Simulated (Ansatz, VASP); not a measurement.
## Two plane-wave programs on CdSe

```
Cd Se
1.0
     0.00000    2.84309    2.84309
     2.84309    0.00000    2.84309
     2.84309    2.84309    0.00000
Cd Se
1 1
Cartesian
  0.0000 0.0000 0.0000
  2.8431 2.8431 2.8431
```

Alike in both runs: task single point; functional PBEsol; k mesh 12 × 12 × 12; occupations gaussian, width 0.1 eV; no spin polarisation.

|  | VASP | Ansatz |
| --- | --- | --- |
| version | VASP 6.6.1 | Ansatz 0.2.0 |
| potentials or method | VASP PAW PBE potentials, release 64 (Cd, Se), cutoff 500 eV | scalar-relativistic, plane waves, PAW |
| valence electrons in the cell | 18 | 36 |

|  | VASP | Ansatz | Ansatz less VASP |
| --- | --- | --- | --- |
| gap on the k mesh at the Fermi level (eV) | none | none | - |
| pressure (GPa) | -1.7 | -2.1 | -0.40 |

VASP's potentials were made for PBE, not for PBEsol. A gap of «none» marks a metal or a gap that the smearing closes. With one functional, cell and mesh, what is left measures potentials, basis and numerics. VASP's potentials hold 18 valence electrons a cell and Ansatz's 36, so a difference there can come from the potentials and not from the codes.
